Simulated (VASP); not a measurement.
# MgH8Cl2O4 in VASP: a series of runs

The runs below take MgH8Cl2O4 through single point, with PBE+D3(BJ).

All numbers are computed with VASP 6.6.1; they aren't measurements. Logs are shortened: lines on timing, memory, paths and dates and some standing lists are left out, and cuts for length are marked.

## (1) The cell of the first run

The cell holds a disordered packing, 15 atoms: a = 5.708 Å, b = 5.708 Å, c = 5.708 Å, α = 90.00°, β = 90.00°, γ = 90.00°.

## (2) Single point, PBE+D3(BJ)

File INCAR:

```
SYSTEM = MgH8Cl2O4
PREC = Accurate
ENCUT = 520
EDIFF = 1E-6
ISMEAR = -1
SIGMA = 0.02
LREAL = .FALSE.
LASPH = .TRUE.
NELM = 120
ALGO = Normal
ISIF = 2
LWAVE = .FALSE.
LCHARG = .TRUE.
GGA = PE
IVDW = 12
LELF = .TRUE.
LVHAR = .TRUE.
NBANDS = 37
GGA_COMPAT = .FALSE.
```

File KPOINTS:

```
Automatic mesh
0
G
  1 1 1
  0 0 0
```

File POSCAR:

```
MgH8Cl2O4
1.0
    5.7082670000      0.0000000000      0.0000000000
    0.0000000000      5.7082670000      0.0000000000
    0.0000000000      0.0000000000      5.7082670000
O H Mg Cl
4 8 1 2
Direct
    0.7010358836      1.0597261831      0.8739955577
    0.6371285716      0.1978358756      0.3130897696
    0.2945377292      0.4495234718      0.4140486070
    0.9773018676      0.4196369932      1.0190308197
    0.5629204100      1.0330806180      0.7681665907
    0.8491018377      1.0278075640      0.7882602548
    0.7402772155      0.3308009243      0.3479514886
    0.6388628983      0.1518499397      0.1481009911
    0.4033448330      0.4980671016      0.5416179727
    0.3953389006      0.3336038766      0.3313439963
    1.0054890565      0.2477809815      1.0213782922
    0.9371145393      0.4656054105      0.8486463580
    0.0760651175      0.6513885913      0.2501634910
    0.7907653934      0.6523696246      0.5638839248
    0.2374976503     -0.0189024094      1.0719540624
```

Potentials or basis: VASP PAW PBE potentials, release 64 (O, H, Mg, Cl).

Started as:

```
> cat potpaw_PBE.64/O/POTCAR potpaw_PBE.64/H/POTCAR potpaw_PBE.64/Mg/POTCAR potpaw_PBE.64/Cl/POTCAR > POTCAR
> mpirun -np 1 vasp_gam > vasp.out
```

OUTCAR:

```text
SYSTEM = MgH8Cl2O4
   PREC = Accurate
   ENCUT = 520
   EDIFF = 1E-6
   ISMEAR = -1
   LREAL = .FALSE.
   LASPH = .TRUE.
   NELM = 120
   ISIF = 2
   GGA = PE
   IVDW = 12
 IVDW          = 12

 ion  position               nearest neighbor table
   1  0.701  0.060  0.874-   6 0.99   5 1.00
   2  0.637  0.198  0.313-   8 0.98   7 0.98
   3  0.295  0.450  0.414-  10 1.00   9 1.00  13 1.94
   4  0.977  0.420  0.019-  11 0.99  12 1.03  13 1.95
   5  0.563  0.033  0.768-   1 1.00
   6  0.849  0.028  0.788-   1 0.99
   7  0.740  0.331  0.348-   2 0.98
   8  0.639  0.152  0.148-   2 0.98
   9  0.403  0.498  0.542-   3 1.00
  10  0.395  0.334  0.331-   3 1.00
  11  0.005  0.248  0.021-   4 0.99
  12  0.937  0.466  0.849-   4 1.03
  13  0.076  0.651  0.250-   3 1.94   4 1.95  15 2.33  14 2.42
  14  0.791  0.652  0.564-  13 2.42
  15  0.237  0.981  0.072-  13 2.33

  LATTYP: Found a simple cubic cell.
 ALAT       =     5.7082670000

  Lattice vectors:

 A1 = (   5.7082670000,   0.0000000000,   0.0000000000)
 A2 = (   0.0000000000,   5.7082670000,   0.0000000000)
 A3 = (   0.0000000000,   0.0000000000,   5.7082670000)

Analysis of symmetry for initial positions (statically):
=====================================================================
 Subroutine PRICEL returns:
 Original cell was already a primitive cell.

 Routine SETGRP: Setting up the symmetry group for a
 simple cubic supercell.

 Subroutine GETGRP returns: Found  1 space group operations
 (whereof  1 operations were pure point group operations)
 out of a pool of 48 trial point group operations.

The static configuration has the point symmetry C_1 .

Analysis of symmetry for dynamics (positions and initial velocities):
=====================================================================
 Subroutine PRICEL returns:
 Original cell was already a primitive cell.

 Routine SETGRP: Setting up the symmetry group for a
 simple cubic supercell.

 Subroutine GETGRP returns: Found  1 space group operations
 (whereof  1 operations were pure point group operations)
 out of a pool of 48 trial point group operations.

The dynamic configuration has the point symmetry C_1 .

[... 110 lines left out ...]
   PSTRESS=    0.0 pullay stress
   NELECT =      48.0000    total number of electrons
   NUPDOWN=      -1.0000    fix difference up-down
   EMIN   =  10.00;   EMAX   =-10.00  energy-range for DOS
   EFERMI =   0.00;   METHOD = LEGACY
   ISMEAR =    -1;   SIGMA  =   0.02  broadening in eV -4-tet -1-fermi 0-gaus
   EFERMI_NEDOS =   21; number of points for ismear=-14 and -15
   IALGO  =     38    algorithm
   IMIX   =      4    mixing-type and parameters
     AMIX     =   0.40;   BMIX     =  1.00
     AMIX_MAG =   1.60;   BMIX_MAG =  1.00
  volume/ion in A,a.u.               =      12.40        83.68
  Fermi-wavevector in a.u.,A,eV,Ry     =   1.042280  1.969623 14.780649  1.086347
  Thomas-Fermi vector in A             =   2.176938
   LORBIT       =      0    0 simple, 1 ext, 2 COOP (PROOUT), +10 PAW based schemes
   GGA     = PE    functional components
   LHFCALC =     F    Hartree Fock is set to
   AEXX    =    0.0000 exact exchange contribution
   IVDW    =    12    specifies the selected vdW correction
   LEPSILON=     F    determine dielectric tensor
   LRPA    =     F    only Hartree local field effects (RPA)
 non-spin polarized calculation
  energy-cutoff  :      520.00
  volume of cell :      186.00
 maximum number of plane-waves:      2473
 NGX is ok and might be reduce to    42
   NGX = 21   NGY = 21   NGZ = 21

 number of electron      48.0000000 magnetization

 Free energy of the ion-electron system (eV)
  ---------------------------------------------------
  ext. energy  EPLUGINS =         0.00000000
  ---------------------------------------------------
  free energy    TOTEN  =       -68.29021302 eV

  energy without entropy =      -68.29021302  energy(sigma->0) =      -68.29021302

 E-fermi :  -1.6246     XC(G=0):  -7.3877

 val. band max:       -2.1230934133   @ k =   0.0000   0.0000   0.0000
 cond. band min:       2.5569294283   @ k =   0.0000   0.0000   0.0000
 fundamental gap:      4.6800228417
 Fermi energy:        -1.6245644656

 k-point     1 :       0.0000    0.0000    0.0000
  band No.  band energies     occupation
      1     -21.3513      2.00000
      2     -21.0856      2.00000
      3     -20.4889      2.00000
      4     -20.0188      2.00000
      5     -14.6817      2.00000
      6     -14.5394      2.00000
[... 28 lines left out ...]
     35       8.6084      0.00000
     36       8.8309      0.00000
 [bands above 36 left out]

------------------------ aborting loop because EDIFF is reached ----------------------------------------

 Edisp (eV)   -0.98316

 E8    (eV) :    -0.2739

  FORCE on cell =-STRESS in cart. coord.  units (eV):
  Direction    XX          YY          ZZ          XY          YZ          ZX
  --------------------------------------------------------------------------------------
  -------------------------------------------------------------------------------------
  Total       0.70261     2.81526     0.10708    -0.47662     2.45960    -0.95481
  in kB       6.05221    24.25024     0.92241    -4.10556    21.18662    -8.22458
  external pressure =       10.41 kB  Pullay stress =        0.00 kB

 VOLUME and BASIS-vectors are now :
 -----------------------------------------------------------------------------
  energy-cutoff  :      520.00
  volume of cell :      186.00
      direct lattice vectors                 reciprocal lattice vectors
     5.708267000  0.000000000  0.000000000     0.175184517  0.000000000  0.000000000
     0.000000000  5.708267000  0.000000000     0.000000000  0.175184517  0.000000000
     0.000000000  0.000000000  5.708267000     0.000000000  0.000000000  0.175184517

 POSITION                                       TOTAL-FORCE (eV/Angst)
 -----------------------------------------------------------------------------------
      4.00170      0.34093      4.98900        -0.295159     -0.207054     -1.307041
      3.63690      1.12930      1.78720        -0.381096     -0.015678      0.864898
      1.68130      2.56600      2.36350        -0.068187      0.714915      1.119417
      5.57870      2.39540      0.10863        -0.182303      0.686043     -1.799358
      3.21330      0.18883      4.38490         1.557368      0.020130      0.714098
      4.84690      0.15873      4.49960        -1.271469     -0.128095      0.127571
      4.22570      1.88830      1.98620        -0.111130     -0.291840     -0.384938
      3.64680      0.86680      0.84540         0.603652      0.060195     -0.298532
      2.30240      2.84310      3.09170        -0.529686      0.024344     -0.633843
      2.25670      1.90430      1.89140         0.702946     -0.671605     -0.082470
      0.03133      1.41440      0.12203         0.234523      0.303180      0.214853
      5.34930      2.65780      4.84430         0.063032     -0.246707      1.377335
      0.43420      3.71830      1.42800        -0.203641      0.372236      0.194286
      4.51390      3.72390      3.21880         0.462543      0.018300     -0.258848
      1.35570      5.60037      0.41073        -0.581393     -0.638363      0.152571
 -----------------------------------------------------------------------------------
    total drift:                               -0.000585      0.000321     -0.000248

  FREE ENERGIE OF THE ION-ELECTRON SYSTEM (eV)
  ---------------------------------------------------
  free  energy   TOTEN  =       -69.2733762536 eV

  energy  without entropy=      -69.2733762536  energy(sigma->0) =      -69.27337625
```

OSZICAR:

```text
N       E                     dE             d eps       ncg     rms          rms(c)
DAV:   1     0.424186026149E+03    0.42419E+03   -0.24579E+04    74   0.118E+03
DAV:   2    -0.285742119001E+02   -0.45276E+03   -0.41137E+03    95   0.272E+02
DAV:   3    -0.740551523888E+02   -0.45481E+02   -0.45191E+02    92   0.980E+01
DAV:   4    -0.747596658164E+02   -0.70451E+00   -0.70278E+00    92   0.138E+01
DAV:   5    -0.747709263536E+02   -0.11261E-01   -0.11260E-01    87   0.173E+00    0.155E+01
DAV:   6    -0.684202906004E+02    0.63506E+01   -0.20057E+01    84   0.220E+01    0.626E+00
DAV:   7    -0.683151358272E+02    0.10515E+00   -0.86669E-01    92   0.456E+00    0.406E+00
DAV:   8    -0.682885618802E+02    0.26574E-01   -0.25243E-01    92   0.293E+00    0.624E-01
DAV:   9    -0.682873762916E+02    0.11856E-02   -0.29688E-02   100   0.115E+00    0.299E-01
DAV:  10    -0.682901782231E+02   -0.28019E-02   -0.87216E-03    74   0.494E-01    0.178E-01
DAV:  11    -0.682901547561E+02    0.23467E-04   -0.48073E-04   100   0.174E-01    0.103E-01
DAV:  12    -0.682902433328E+02   -0.88577E-04   -0.64849E-04    74   0.166E-01    0.284E-02
DAV:  13    -0.682902165629E+02    0.26770E-04   -0.64246E-05    84   0.634E-02    0.129E-02
DAV:  14    -0.682902143578E+02    0.22052E-05   -0.30331E-05    74   0.294E-02    0.856E-03
DAV:  15    -0.682902130222E+02    0.13355E-05   -0.44768E-06    84   0.172E-02    0.272E-03
DAV:  16    -0.682902130247E+02   -0.24479E-08   -0.15690E-06    58   0.701E-03
   1 F= -.69273376E+02 E0= -.69273376E+02  d E =-.156792E-10
```

stdout:

```text
POSCAR found type information on POSCAR O H MgCl
 POSCAR found :  4 types and      15 ions
 scaLAPACK will be used
 LDA part: xc-table for (Slater+PW92), standard interpolation
 POSCAR, INCAR and KPOINTS ok, starting setup
 FFT: planning ... GRIDC
 FFT: planning ... GRID_SOFT
 FFT: planning ... GRID
 WAVECAR not read
 entering main loop
```

Wall time 35 s (1 thread of Intel Xeon 8259CL, shared host); peak memory 0.25 GiB.

What came out:

| Property | Result |
| --- | --- |
| Free energy | -69.2734 eV |
| Pressure | 1.0 GPa |
| Largest force | 1.934 eV/Å |
| Dispersion energy per atom | -0.066 eV |

Forces in eV/Å, atoms in the order of the input:
```
O   -0.295 -0.207 -1.307
O   -0.381 -0.016  0.865
O   -0.068  0.715  1.119
O   -0.182  0.686 -1.799
H    1.557  0.020  0.714
H   -1.271 -0.128  0.128
H   -0.111 -0.292 -0.385
H    0.604  0.060 -0.299
H   -0.530  0.024 -0.634
H    0.703 -0.672 -0.082
H    0.235  0.303  0.215
H    0.063 -0.247  1.377
Mg  -0.204  0.372  0.194
Cl   0.463  0.018 -0.259
Cl  -0.581 -0.638  0.153
```

Stress tensor (GPa, compression positive):
```
 0.61 -0.41 -0.82
-0.41  2.43  2.12
-0.82  2.12  0.09
```

Caveat: the k points lie up to 1.10 Å⁻¹ apart.

## (3) Single point, PBE+D3(BJ)

File INCAR:

```
ALGO = Normal ; EDIFF = 1E-6
ENCUT = 520 ; GGA = PE
GGA_COMPAT = F ; ISIF = 2
ISMEAR = -1 ; IVDW = 12
LASPH = T ; LCHARG = T
LELF = T ; LREAL = F
LVHAR = T ; LWAVE = F
NBANDS = 37 ; NELM = 120
PREC = Accurate ; SIGMA = 0.02
```

File KPOINTS:

```
k-points
0
Gamma
  1 1 1
```

File POSCAR:

```
MgH8Cl2O4
1.0
    5.7082670000      0.0000000000      0.0000000000
    0.0000000000      5.7082670000      0.0000000000
    0.0000000000      0.0000000000      5.7082670000
O H Mg Cl
4 8 1 2
Direct
    0.7076928952      1.0623013955      0.8526580834
    0.6341679533      0.1910912717      0.3200095581
    0.2964297220      0.4487876969      0.4248049364
    0.9816289252      0.4411846888      1.0093080790
    0.5566663227      0.9990422662      0.8118225724
    0.8160445193      0.9536169209      0.7845288246
    0.7503503252      0.3069933484      0.3634027630
    0.6643347272      0.1272540335      0.1630442304
    0.3826905784      0.5550721436      0.5240820025
    0.4229479805      0.3324651773      0.3679225236
    1.0703774018      0.2927683656      1.0028262518
    0.8948249968      0.4491205474      0.8687575406
    0.0723862426      0.6585536381      0.2569080949
    0.7996297300      0.6550149108      0.5570342102
    0.2252172157     -0.0298864787      1.0750548284
```

Potentials or basis: VASP PAW PBE potentials, release 64 (O, H, Mg, Cl).

Started as:

```
> cat potpaw_PBE.64/O/POTCAR potpaw_PBE.64/H/POTCAR potpaw_PBE.64/Mg/POTCAR potpaw_PBE.64/Cl/POTCAR > POTCAR
> mpirun -np 1 vasp_gam > vasp.out
```

Wall time 39 s (1 thread of Intel Xeon 8259CL, shared host); peak memory 0.25 GiB.

It converged, with:

- Free energy: -69.5843 eV
- Pressure: 3.7 GPa
- Largest force: 1.966 eV/Å
- Dispersion energy per atom: -0.065 eV

Forces on the atoms (eV/Å):
```
O   -0.225  0.791  0.764
O   -0.483 -0.281  0.285
O   -0.641  0.153 -0.411
O    1.136 -0.313  1.497
H   -0.460 -0.064 -0.121
H    0.575 -0.510 -0.416
H    0.379  0.009 -0.115
H    0.212  0.229 -0.205
H    0.575  0.156  0.503
H    0.058 -0.166 -0.155
H   -0.144 -0.267  0.173
H   -1.004  0.305 -1.662
Mg  -0.024 -0.406  0.106
Cl  -0.079  0.074 -0.135
Cl   0.125  0.291 -0.108
```

Stress tensor (GPa, compression positive):
```
4.23 0.57 1.22
0.57 3.10 1.23
1.22 1.23 3.72
```

Levels at points of the mesh, in eV from the Fermi level:
| k point | band 20 | band 21 | band 22 | band 23 | band 24 | band 25 | band 26 | band 27 | band 28 | band 29 |
| --- | --- | --- | --- | --- | --- | --- | --- | --- | --- | --- |
| (0.00, 0.00, 0.00) | -1.05 | -0.89 | -0.79 | -0.71 | -0.53 | 4.41 | 6.87 | 7.66 | 8.36 | 9.01 |

Caveat: the k points lie up to 1.10 Å⁻¹ apart; the atoms stand as in a frame of molecular dynamics.

## (4) Single point, PBE+D3(BJ)

File INCAR:

```
ALGO = Normal
EDIFF = 1E-6
ENCUT = 520
GGA = PE
GGA_COMPAT = False
ISIF = 2
ISMEAR = -1
IVDW = 12
LASPH = True
LCHARG = False
LREAL = False
LWAVE = False
NBANDS = 37
NELM = 120
PREC = Accurate
SIGMA = 0.02
```

KPOINTS is that of step 3.

File POSCAR:

```
MgH8Cl2O4
1.0
    5.7082670000      0.0000000000      0.0000000000
    0.0000000000      5.7082670000      0.0000000000
    0.0000000000      0.0000000000      5.7082670000
O H Mg Cl
4 8 1 2
Direct
    0.7046446846      1.0704649940      0.8462463301
    0.6336073628      0.1732049324      0.3221468092
    0.3077291234      0.4652024861      0.4359641902
    0.9971853104      0.4454942279      0.9960290925
    0.5397785352      1.0283506360      0.8645180753
    0.7576730381      0.9265684314      0.7589518850
    0.7694454376      0.2057717342      0.4164135980
    0.6941160951      0.1437388966      0.1611522376
    0.4216691336      0.5376763210      0.5409172346
    0.4064631174      0.3326053249      0.3770321185
    0.9898450791      0.2735681425      0.9942246920
    0.9264107653      0.5088584679      0.8423397154
    0.0745059753      0.6482703069      0.2648439535
    0.8022399793      0.6617419963      0.5496764605
    0.2136550375     -0.0311653257      1.0759482694
```

Started as:

```
> cat potpaw_PBE.64/O/POTCAR potpaw_PBE.64/H/POTCAR potpaw_PBE.64/Mg/POTCAR potpaw_PBE.64/Cl/POTCAR > POTCAR
> mpirun -np 1 vasp_gam > vasp.out
```

It took 34 s on 1 thread of Intel Xeon 8259CL, shared host; peak memory 0.25 GiB.

Results (log left out):

- Free energy: -69.6581 eV
- Pressure: 2.1 GPa
- Largest force: 1.434 eV/Å
- Dispersion energy per atom: -0.065 eV

Forces in eV/Å, atoms in the order of the input:
```
O    0.012 -0.922 -0.400
O    0.026 -0.179 -0.932
O   -0.001 -0.221  0.182
O   -0.615  0.654 -0.996
H   -0.381  0.317  0.173
H    0.194  0.878  0.412
H    0.295  0.158  0.464
H   -0.452 -0.024  0.500
H   -0.048  0.300  0.072
H    0.255 -0.283 -0.394
H    0.032  0.047 -0.248
H    0.583 -0.655  1.135
Mg   0.471 -0.225 -0.633
Cl  -0.395  0.071  0.499
Cl   0.024  0.085  0.164
```

Stress tensor (GPa, compression positive):
```
2.75 0.19 0.10
0.19 1.98 1.05
0.10 1.05 1.53
```

Levels at points of the mesh, in eV from the Fermi level:
```tsv
k point	band 22	band 23	band 24	band 25	band 26	band 27
(0.00, 0.00, 0.00)	-0.84	-0.80	-0.52	4.32	6.91	7.42
```

Caveat: the k points lie up to 1.10 Å⁻¹ apart; the atoms stand as in a frame of molecular dynamics.

## (5) Single point, PBE+D3(BJ)

INCAR is that of step 4.

KPOINTS is that of step 4.

File POSCAR:

```
MgH8Cl2O4
1.0
    5.7082670000      0.0000000000      0.0000000000
    0.0000000000      5.7082670000      0.0000000000
    0.0000000000      0.0000000000      5.7082670000
O H Mg Cl
4 8 1 2
Direct
    0.6825889539      1.0973207805      0.8578785821
    0.6360774645      0.1624135661      0.3229351395
    0.3342520593      0.4556023746      0.4431642739
    1.0023707721      0.4393102145      0.9677367930
    0.5113811250      1.0749847546      0.8739780392
    0.7169776747      0.9493249002      0.7897142863
    0.7276113749      0.1171283684      0.4600345429
    0.7048549061      0.0658343417      0.2050709962
    0.4495409903      0.5670547646      0.5123446398
    0.4491380659      0.3495106308      0.3647166469
    0.8732773011      0.3244592448      0.9365189120
    1.0044204309      0.5437727422      0.8368038846
    0.0990142893      0.6204334871      0.2493401237
    0.7935683457      0.6746530952      0.5566488043
    0.2039498152     -0.0271185633      1.0821498013
```

Started as:

```
> cat potpaw_PBE.64/O/POTCAR potpaw_PBE.64/H/POTCAR potpaw_PBE.64/Mg/POTCAR potpaw_PBE.64/Cl/POTCAR > POTCAR
> mpirun -np 1 vasp_gam > vasp.out
```

Run time: 36 s. Hardware: 1 thread of Intel Xeon 8259CL, shared host; peak memory 0.25 GiB.

Results (log left out):

```
Free energy                : -69.5027 eV
Pressure                   : 2.6 GPa
Largest force              : 1.968 eV/Å
Dispersion energy per atom : -0.065 eV
```

Forces on the atoms (eV/Å):
```
O   -1.076  0.838  0.315
O    0.657  0.322  1.153
O   -0.169  0.961 -0.034
O   -0.298 -0.501  1.188
H    0.014  0.601  0.350
H    1.154 -1.394 -0.774
H   -0.290  0.332  0.178
H    0.015 -0.333 -1.214
H   -0.236 -0.157  0.039
H    0.036 -0.850 -0.135
H    0.436  0.019  0.061
H   -0.265  0.606 -1.180
Mg  -0.364 -0.107  0.253
Cl   0.584  0.296 -0.452
Cl  -0.197 -0.632  0.253
```

Stress tensor (GPa, compression positive):
```
 0.44 -2.07  0.72
-2.07  2.71  0.72
 0.72  0.72  4.67
```

Levels at points of the mesh, in eV from the Fermi level:
| k point | band 21 | band 22 | band 23 | band 24 | band 25 | band 26 | band 27 | band 28 |
| --- | --- | --- | --- | --- | --- | --- | --- | --- |
| (0.00, 0.00, 0.00) | -1.41 | -1.18 | -0.93 | -0.55 | 3.93 | 6.60 | 7.14 | 7.81 |

Caveat: the k points lie up to 1.10 Å⁻¹ apart; the atoms stand as in a frame of molecular dynamics.

## (6) The runs side by side

```csv
cell,pressure (GPa),largest force (eV/Å)
"as given, atomic positions A",1.0,1.93
"as given, atomic positions B",3.7,1.97
"as given, atomic positions C",2.1,1.43
"as given, atomic positions D",2.6,1.97
```

Alike in all rows: task single point; level PBE+D3(BJ); potentials or basis VASP PAW PBE potentials, release 64 (O, H, Mg, Cl); no spin polarisation; k mesh 1 × 1 × 1; cutoff (eV) 520; smearing fermi-dirac 0.02 eV.

Caveats: all runs use coarse meshes; the atoms stand as in a frame of molecular dynamics (at least some runs).

Absolute energies hang on the potentials; compare differences alone.
